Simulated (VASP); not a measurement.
# BP (F-43m) in VASP: a series of runs

Runs on BP. Level: LDA. Tasks: vibrations by perturbation theory.

All numbers are computed with VASP 6.6.1; they aren't measurements. Logs are shortened: lines on timing, memory, paths and dates and some standing lists are left out, and cuts for length are marked.

### Step 1. The cell of the first run

Symmetry: F-43m, No. 216, cubic system. Conventional cell: a = 4.461 Å, b = 4.461 Å, c = 4.461 Å, α = 90.00°, β = 90.00°, γ = 90.00°. Within 2.6 Å of B (site symmetry -43m) lie 4 P at 1.93 Å. P (site symmetry -43m) has 4 B at 1.93 Å within 2.6 Å.

### Step 2. Vibrations by perturbation theory, LDA (volume scaled by 0.980)

File INCAR:

```
SYSTEM = BP
  PREC = Accurate
  ENCUT = 520
  EDIFF = 1E-8
  ISMEAR = 0
  SIGMA = 0.01
  LREAL = .FALSE.
  LASPH = .TRUE.
  NELM = 100
  ALGO = Normal
  ISIF = 2
  LWAVE = .FALSE.
  LCHARG = .TRUE.
  NBANDS = 11
  IBRION = 8
  NSW = 1
```

File KPOINTS:

```
Automatic mesh
0
G
  8 8 8
  0 0 0
```

File POSCAR:

```
BP
1.0
    0.0000000000      2.2303111462      2.2303111462
    2.2303111462      0.0000000000      2.2303111462
    2.2303111462      2.2303111462      0.0000000000
B P
1 1
Direct
    0.0000000000      0.0000000000      0.0000000000
    0.7500000000      0.7500000000      0.7500000000
```

Potentials or basis: VASP PAW LDA potentials, release 64 (B, P).

Started as:

```
cat potpaw_LDA.64/B/POTCAR potpaw_LDA.64/P/POTCAR > POTCAR
mpirun -np 1 vasp_std > vasp.out
```

OUTCAR:

```text
SYSTEM = BP
   PREC = Accurate
   ENCUT = 520
   EDIFF = 1E-8
   ISMEAR = 0
   LREAL = .FALSE.
   LASPH = .TRUE.
   NELM = 100
   ISIF = 2
   IBRION = 8
   NSW = 1

 ion  position               nearest neighbor table
   1  0.000  0.000  0.000-   2 1.93   2 1.93   2 1.93   2 1.93
   2  0.750  0.750  0.750-   1 1.93   1 1.93   1 1.93   1 1.93

  LATTYP: Found a face centered cubic cell.
 ALAT       =     4.4606222924

  Lattice vectors:

 A1 = (   0.0000000000,   2.2303111462,   2.2303111462)
 A2 = (   2.2303111462,   0.0000000000,   2.2303111462)
 A3 = (   2.2303111462,   2.2303111462,   0.0000000000)

Analysis of symmetry for initial positions (statically):
=====================================================================
 Subroutine PRICEL returns:
 Original cell was already a primitive cell.

 Routine SETGRP: Setting up the symmetry group for a
 face centered cubic supercell.

 Subroutine GETGRP returns: Found 24 space group operations
 (whereof 24 operations were pure point group operations)
 out of a pool of 48 trial point group operations.

The static configuration has the point symmetry T_d .

Analysis of symmetry for dynamics (positions and initial velocities):
=====================================================================
 Subroutine PRICEL returns:
 Original cell was already a primitive cell.

 Routine SETGRP: Setting up the symmetry group for a
 face centered cubic supercell.

 Subroutine GETGRP returns: Found 24 space group operations
 (whereof 24 operations were pure point group operations)
 out of a pool of 48 trial point group operations.

The dynamic configuration has the point symmetry T_d .

 Subroutine INISYM returns: Found 24 space group operations
 (whereof 24 operations are pure point group operations),
 and found     1 'primitive' translations

[... 497 lines left out ...]
  external PRESSURE =      35.4020268 kB  Pullay stress =       0.0000000 kB

 VOLUME and BASIS-vectors are now :
 -----------------------------------------------------------------------------
  energy-cutoff  :      520.00
  volume of cell :       22.19
      direct lattice vectors                 reciprocal lattice vectors
     0.000000000  2.230311146  2.230311146    -0.224183967  0.224183967  0.224183967
     2.230311146  0.000000000  2.230311146     0.224183967 -0.224183967  0.224183967
     2.230311146  2.230311146  0.000000000     0.224183967  0.224183967 -0.224183967

 POSITION                                       TOTAL-FORCE (eV/Angst)
 -----------------------------------------------------------------------------------
      0.00000      0.00000      0.00000         0.000000      0.000000     -0.000000
      3.34547      3.34547      3.34547        -0.000000     -0.000000      0.000000
 -----------------------------------------------------------------------------------
    total drift:                                0.000000      0.000000     -0.000000

  FREE ENERGIE OF THE ION-ELECTRON SYSTEM (eV)
  ---------------------------------------------------
  free  energy   TOTEN  =       -14.3924209386 eV

  energy  without entropy=      -14.3924209386  energy(sigma->0) =      -14.39242094

[... ionic steps 2 to 3 ...]

--------------------------------------- Ionic step        4  -------------------------------------------

------------------------ aborting loop because EDIFF is reached ----------------------------------------

[... ionic steps 5 to 6 ...]

--------------------------------------- Ionic step        7  -------------------------------------------

 Free energy of the ion-electron system (eV)
  ---------------------------------------------------
  ---------------------------------------------------
  free energy    TOTEN  =        -0.04114567 eV

  energy without entropy =       -0.04114567

------------------------ aborting loop because EDIFF is reached ----------------------------------------

 INTERNAL STRAIN TENSOR  FOR ION    2  DIRECTION 1   (eV/Angst):
 -----------------------------------------------------------------------------
    -0.01160  0.00000  0.00000
     0.00000  0.00906  8.38512
     0.00000  8.38512  0.00906

 INTERNAL STRAIN TENSOR FOR ION    2 for displacements in x,y,z  (eV/Angst):
          X           Y           Z          XY          YZ          ZX
  --------------------------------------------------------------------------------
  x    -0.00000     0.00000     0.00000     0.00000     8.38512     0.00000
  y     0.00000     0.00000     0.00000     0.00000     0.00000     8.38512
  z     0.00000     0.00000    -0.00000     8.38512     0.00000     0.00000

 SECOND DERIVATIVES (NOT SYMMETRIZED)
 ------------------------------------
               1X          1Y          1Z          2X          2Y          2Z
  1X   -20.596156    0.000000    0.000000   20.596156    0.000000    0.000000
  1Y     0.000000  -20.596156    0.000000    0.000000   20.596156    0.000000
  1Z     0.000000    0.000000  -20.596156    0.000000    0.000000   20.596156
  2X    20.593234    0.000000    0.000000  -20.593234    0.000000    0.000000
  2Y     0.000000   20.593234    0.000000    0.000000  -20.593234    0.000000
  2Z     0.000000    0.000000   20.593234    0.000000    0.000000  -20.593234

 Eigenvectors and eigenvalues of the dynamical matrix
 ----------------------------------------------------

   1 f  =   25.061927 THz   157.468732 2PiTHz  835.975904 cm-1   103.647756 meV
             X         Y         Z           dx          dy          dz
      0.000000  0.000000  0.000000     0.000000    0.860987    0.000000
      3.345467  3.345467  3.345467     0.000000   -0.508628    0.000000
[... 21 lines left out ...]
   6 f/i=    0.000779 THz     0.004892 2PiTHz    0.025969 cm-1     0.003220 meV
             X         Y         Z           dx          dy          dz
      0.000000  0.000000  0.000000     0.000000    0.000000   -0.508628
      3.345467  3.345467  3.345467     0.000000    0.000000   -0.860987

--------------------------------------------------------------------------------------------------------

 ELASTIC MODULI CONTR FROM IONIC RELAXATION (kBar)
 Direction    XX          YY          ZZ          XY          YZ          ZX
 --------------------------------------------------------------------------------
 XX          -0.0000      0.0000      0.0000     -0.0000      0.0000     -0.0000
 YY           0.0000     -0.0000     -0.0000     -0.0000     -0.0000     -0.0000
 ZZ           0.0000     -0.0000     -0.0000      0.0000     -0.0000     -0.0000
 XY          -0.0000     -0.0000      0.0000   -260.9440      0.0000      0.0000
 YZ           0.0000     -0.0000     -0.0000      0.0000   -260.9440      0.0000
 ZX          -0.0000     -0.0000     -0.0000      0.0000      0.0000   -260.9440
 --------------------------------------------------------------------------------
```

OSZICAR:

```text
N       E                     dE             d eps       ncg     rms          rms(c)
DAV:   1     0.799972450256E+01    0.79997E+01   -0.40196E+03   638   0.653E+02
DAV:   2    -0.147100303375E+02   -0.22710E+02   -0.21739E+02   856   0.112E+02
DAV:   3    -0.153408713186E+02   -0.63084E+00   -0.62951E+00   821   0.160E+01
DAV:   4    -0.153433029567E+02   -0.24316E-02   -0.24315E-02   707   0.120E+00
[... 37 lines left out ...]
RMM:   8    -0.411457318479E-01    0.44585E-06   -0.26347E-08  3634   0.575E-05    0.563E-05
RMM:   9    -0.411456582273E-01    0.73621E-07    0.21684E-08  3729   0.185E-05    0.404E-06
RMM:  10    -0.411456788285E-01   -0.20601E-07   -0.33935E-08  3705   0.362E-06    0.492E-06
RMM:  11    -0.411456687785E-01    0.10050E-07   -0.20808E-08  3166   0.162E-06    0.256E-07
RMM:  12    -0.411456669806E-01    0.17979E-08   -0.75260E-10  1710   0.551E-07    0.109E-07
 Linear response finished
```

stdout:

```text
POSCAR found type information on POSCAR B P
 POSCAR found :  2 types and       2 ions
 scaLAPACK will be used
 LDA part: xc-table for (Slater(with rela. corr.)+CA(PZ))
 , standard interpolation
 POSCAR, INCAR and KPOINTS ok, starting setup
 FFT: planning ... GRIDC
 FFT: planning ... GRID_SOFT
 FFT: planning ... GRID
 WAVECAR not read
 entering main loop
 Linear response reoptimize wavefunctions to high precision
 Linear response DOF=           2
 Linear response progress:
 first order change of Fermi-energy   0.10822E-03
 force on displaced ion       1 direction 1 : -20.596   0.000   0.000
 Linear response progress:
 first order change of Fermi-energy   0.14592E-03
 force on displaced ion       2 direction 1 : -20.593   0.000   0.000
 Linear response finished
```

It took 98 s on 1 thread of AMD EPYC 7R43 (Zen 3), shared host; peak memory 0.13 GiB.

What came out:

```yaml
Highest_phonon_frequency_at_Γ_LO-TO_splitting_left_out: 836 cm⁻¹
```

Phonon frequencies in cm⁻¹ (negative: imaginary):
```
              q point        frequencies
(0.000, 0.000, 0.000)  0 0 0 836 836 836
```

Caveat: the cell differs from its parent crystal (volume scaled by 0.980); the cell wasn't relaxed at this level first, which shifts response properties.

### Step 3. Vibrations by perturbation theory, LDA

This run uses another cell than the first one, of 11.32 Å³/atom, 1.020 times its volume.

File INCAR:

```
  PREC = Accurate
  ENCUT = 520
  EDIFF = 1E-8
  ISMEAR = 0
  SIGMA = 0.01
  LREAL = F
  LASPH = T
  NELM = 60
  ALGO = Normal
  ISIF = 2
  LWAVE = F
  LCHARG = F
  GGA = CA
  IBRION = 8
  NSW = 1
```

File KPOINTS:

```
Automatic mesh
0
Gamma
  8 8 8
```

File POSCAR:

```
BP
1.0
    0.0000000000      2.2453812733      2.2453812733
    2.2453812733      0.0000000000      2.2453812733
    2.2453812733      2.2453812733      0.0000000000
B P
1 1
Direct
    0.0000000000      0.0000000000      0.0000000000
    0.7500000000      0.7500000000      0.7500000000
```

Potentials or basis: VASP PAW LDA potentials, release 64 (B, P).

Started as:

```
cat potpaw_LDA.64/B/POTCAR potpaw_LDA.64/P/POTCAR > POTCAR
mpirun -np 1 vasp_std > vasp.out
```

OUTCAR:

```text
PREC = Accurate
   ENCUT = 520
   EDIFF = 1E-8
   ISMEAR = 0
   LREAL = F
   LASPH = T
   NELM = 60
   ISIF = 2
   GGA = CA
   IBRION = 8
   NSW = 1

 ion  position               nearest neighbor table
   1  0.000  0.000  0.000-   2 1.94   2 1.94   2 1.94   2 1.94
   2  0.750  0.750  0.750-   1 1.94   1 1.94   1 1.94   1 1.94

  LATTYP: Found a face centered cubic cell.
 ALAT       =     4.4907625466

  Lattice vectors:

 A1 = (   0.0000000000,   2.2453812733,   2.2453812733)
 A2 = (   2.2453812733,   0.0000000000,   2.2453812733)
 A3 = (   2.2453812733,   2.2453812733,   0.0000000000)

Analysis of symmetry for initial positions (statically):
=====================================================================
 Subroutine PRICEL returns:
 Original cell was already a primitive cell.

 Routine SETGRP: Setting up the symmetry group for a
 face centered cubic supercell.

 Subroutine GETGRP returns: Found 24 space group operations
 (whereof 24 operations were pure point group operations)
[... 491 lines left out ...]
 -----------------------------------------------------------------------------
    -0.01129  0.00000  0.00000
     0.00000  0.00889  7.47101
     0.00000  7.47101  0.00889

 INTERNAL STRAIN TENSOR FOR ION    2 for displacements in x,y,z  (eV/Angst):
          X           Y           Z          XY          YZ          ZX
  --------------------------------------------------------------------------------
  x     0.00000     0.00000     0.00000     0.00000     7.47101     0.00000
  y     0.00000    -0.00000     0.00000     0.00000     0.00000     7.47101
  z     0.00000     0.00000     0.00000     7.47101     0.00000     0.00000

 SECOND DERIVATIVES (NOT SYMMETRIZED)
 ------------------------------------
               1X          1Y          1Z          2X          2Y          2Z
  1X   -19.780321    0.000000    0.000000   19.780321    0.000000    0.000000
  1Y     0.000000  -19.780321    0.000000    0.000000   19.780321    0.000000
  1Z     0.000000    0.000000  -19.780321    0.000000    0.000000   19.780321
  2X    19.778355    0.000000    0.000000  -19.778355    0.000000    0.000000
  2Y     0.000000   19.778355    0.000000    0.000000  -19.778355    0.000000
  2Z     0.000000    0.000000   19.778355    0.000000    0.000000  -19.778355

 Eigenvectors and eigenvalues of the dynamical matrix
 ----------------------------------------------------

   1 f  =   24.560682 THz   154.319319 2PiTHz  819.256180 cm-1   101.574775 meV
             X         Y         Z           dx          dy          dz
      0.000000  0.000000  0.000000    -0.860982    0.000000    0.000000
      3.368072  3.368072  3.368072     0.508636    0.000000    0.000000
[... 21 lines left out ...]
   6 f/i=    0.000535 THz     0.003359 2PiTHz    0.017831 cm-1     0.002211 meV
             X         Y         Z           dx          dy          dz
      0.000000  0.000000  0.000000     0.000000    0.000000   -0.508636
      3.368072  3.368072  3.368072     0.000000    0.000000   -0.860982

--------------------------------------------------------------------------------------------------------

 ELASTIC MODULI CONTR FROM IONIC RELAXATION (kBar)
 Direction    XX          YY          ZZ          XY          YZ          ZX
 --------------------------------------------------------------------------------
 XX          -0.0000     -0.0000      0.0000      0.0000     -0.0000      0.0000
 YY          -0.0000     -0.0000     -0.0000      0.0000      0.0000      0.0000
 ZZ           0.0000     -0.0000     -0.0000     -0.0000      0.0000      0.0000
 XY           0.0000      0.0000     -0.0000   -212.4770     -0.0000      0.0000
 YZ          -0.0000      0.0000      0.0000     -0.0000   -212.4770      0.0000
 ZX           0.0000      0.0000      0.0000      0.0000      0.0000   -212.4770
 --------------------------------------------------------------------------------
```

Run time: 94 s. Hardware: 1 thread of AMD EPYC 7R43 (Zen 3), shared host; peak memory 0.12 GiB.

Results:

```yaml
Highest_phonon_frequency_at_Γ_LO-TO_splitting_left_out: 819 cm⁻¹
```

Phonon frequencies in cm⁻¹ (negative: imaginary):
| q point | frequencies |
| --- | --- |
| (0.000, 0.000, 0.000) | 0 0 0 819 819 819 |

### Step 4. Vibrations by perturbation theory, LDA

This run uses another cell than the first one, of 11.32 Å³/atom, 1.020 times its volume.

File INCAR:

```
SYSTEM = BP
PREC = Accurate ; ENCUT = 520
EDIFF = 1E-8 ; ISMEAR = 0
SIGMA = 0.01 ; LREAL = .FALSE.
LASPH = .TRUE. ; NELM = 100
ALGO = Normal ; ISIF = 2
LWAVE = .FALSE. ; LCHARG = .FALSE.
IBRION = 8 ; NSW = 1
LEPSILON = .TRUE.
```

File KPOINTS:

```
regular mesh
0
G
  8 8 8
  0 0 0
```

POSCAR is that of step 3.

Potentials or basis: VASP PAW LDA potentials, release 64 (B, P).

Started as:

```
cat potpaw_LDA.64/B/POTCAR potpaw_LDA.64/P/POTCAR > POTCAR
mpirun -np 1 vasp_std > vasp.out
```

OUTCAR:

```text
SYSTEM = BP
   PREC = Accurate
   ENCUT = 520
   EDIFF = 1E-8
   ISMEAR = 0
   LREAL = .FALSE.
   LASPH = .TRUE.
   NELM = 100
   ISIF = 2
   IBRION = 8
   NSW = 1
   LEPSILON = .TRUE.

 ion  position               nearest neighbor table
   1  0.000  0.000  0.000-   2 1.94   2 1.94   2 1.94   2 1.94
   2  0.750  0.750  0.750-   1 1.94   1 1.94   1 1.94   1 1.94

  LATTYP: Found a face centered cubic cell.
 ALAT       =     4.4907625466

[... 591 lines left out ...]
      3.368072  3.368072  3.368072     0.000000   -0.508636    0.000000
[... 21 lines left out ...]
   6 f/i=    0.000535 THz     0.003359 2PiTHz    0.017831 cm-1     0.002211 meV
             X         Y         Z           dx          dy          dz
      0.000000  0.000000  0.000000     0.000000    0.000000   -0.508636
      3.368072  3.368072  3.368072     0.000000    0.000000   -0.860982

--------------------------------------------------------------------------------------------------------

 MACROSCOPIC STATIC DIELECTRIC TENSOR IONIC CONTRIBUTION
 ------------------------------------------------------
           0.153693     0.000000    -0.000000
           0.000000     0.153693     0.000000
          -0.000000     0.000000     0.153693
 ------------------------------------------------------

 ELASTIC MODULI CONTR FROM IONIC RELAXATION (kBar)
 Direction    XX          YY          ZZ          XY          YZ          ZX
 --------------------------------------------------------------------------------
 XX          -0.0000     -0.0000     -0.0000      0.0000     -0.0000     -0.0000
 YY          -0.0000     -0.0000     -0.0000      0.0000      0.0000      0.0000
 ZZ          -0.0000     -0.0000     -0.0000     -0.0000      0.0000     -0.0000
 XY           0.0000      0.0000     -0.0000   -212.4767      0.0000     -0.0000
 YZ          -0.0000      0.0000      0.0000      0.0000   -212.4767     -0.0000
 ZX          -0.0000      0.0000     -0.0000     -0.0000     -0.0000   -212.4767
 --------------------------------------------------------------------------------

 PIEZOELECTRIC TENSOR IONIC CONTR  for field in x, y, z        (C/m^2)
          XX          YY          ZZ          XY          YZ          ZX
  --------------------------------------------------------------------------------
  x     0.00000    -0.00000    -0.00000    -0.00000     0.17004     0.00000
  y     0.00000    -0.00000     0.00000     0.00000     0.00000     0.17004
  z    -0.00000    -0.00000     0.00000     0.17004    -0.00000     0.00000
```

Wall time 3.1 min (1 thread of AMD EPYC 7R43 (Zen 3), shared host); peak memory 0.12 GiB.

What came out:

```yaml
Electronic_dielectric_tensor_diagonal: 9.52
Born_charges_mean_of_the_diagonal: B -0.62; P +0.62 e
Highest_phonon_frequency_at_Γ_LO-TO_splitting_left_out: 819 cm⁻¹
```

Phonon frequencies in cm⁻¹ (negative: imaginary):
```csv
q point,frequencies
"(0.000, 0.000, 0.000)",0 0 0 819 819 819
```

Electronic dielectric tensor:
```
9.52 0.00 0.00
0.00 9.52 0.00
0.00 0.00 9.52
```

Born effective charge tensors (e):
atom 1, B
```
-0.62  0.00  0.00
 0.00 -0.62  0.00
 0.00  0.00 -0.62
```
atom 2, P
```
0.62 0.00 0.00
0.00 0.62 0.00
0.00 0.00 0.62
```
